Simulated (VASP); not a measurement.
The system is ZnO2.

```
Zn O
1.0
     4.95733    0.00000    0.00000
     0.00000    4.95733    0.00000
     0.00000    0.00000    4.95733
Zn O
4 8
Direct
  0.00000 0.50000 0.50000
  0.50000 0.50000 0.00000
  0.50000 0.00000 0.50000
  0.00000 0.00000 0.00000
  0.41258 0.08742 0.91258
  0.08742 0.91258 0.41258
  0.91258 0.41258 0.08742
  0.58742 0.58742 0.58742
  0.41258 0.41258 0.41258
  0.08742 0.58742 0.91258
  0.91258 0.08742 0.58742
  0.58742 0.91258 0.08742
```

```yaml
Program: VASP 6.6.1
Task: relaxation of cell and atoms
Functional: PBEsol
Potentials_or_basis: VASP PAW PBE potentials, release 64 (Zn, O)
Cutoff: 600 eV
k_mesh: 4 × 4 × 4
Occupations: gaussian, width 0.1 eV
Spin: no spin polarisation
```

At the start: pressure -7.4 GPa; volume 10.15 Å³/atom.

Q: How do energy, volume and symmetry change on relaxing?

A: Over 5 steps the energy falls by 11.9 meV/atom and the volume is 9.65 Å³/atom (-5.0 %); space group Pa-3 (No. 205, to 0.1 Å) before and after.

The path:
```
step  energy change (eV)  largest force (eV/Å)  pressure (GPa)  volume (Å³)
   1              0.0000                0.1778           -7.39       121.83
   2             -0.0826                0.7289            4.26       113.76
   3             -0.1289                0.3672           -0.59       116.65
   4             -0.1360                0.2402            0.53       115.16
   5             -0.1433                0.0089           -0.01       115.79
```

Final structure:
```cif
data_structure
_symmetry_space_group_name_H-M 'P 1'
_symmetry_Int_Tables_number 1
_cell_length_a 4.8741
_cell_length_b 4.8741
_cell_length_c 4.8741
_cell_angle_alpha 90.000
_cell_angle_beta 90.000
_cell_angle_gamma 90.000
_cell_volume 115.79
loop_
_atom_site_label
_atom_site_type_symbol
_atom_site_fract_x
_atom_site_fract_y
_atom_site_fract_z
_atom_site_occupancy
Zn1 Zn 0.00000 0.50000 0.50000 1
Zn2 Zn 0.50000 0.50000 0.00000 1
Zn3 Zn 0.50000 0.00000 0.50000 1
Zn4 Zn 0.00000 0.00000 0.00000 1
O1 O 0.41216 0.08784 0.91216 1
O2 O 0.08784 0.91216 0.41216 1
O3 O 0.91216 0.41216 0.08784 1
O4 O 0.58784 0.58784 0.58784 1
O5 O 0.41216 0.41216 0.41216 1
O6 O 0.08784 0.58784 0.91216 1
O7 O 0.91216 0.08784 0.58784 1
O8 O 0.58784 0.91216 0.08784 1
```

Caveat: the PAW data sets were made with another functional, which shifts forces and pressure a little.
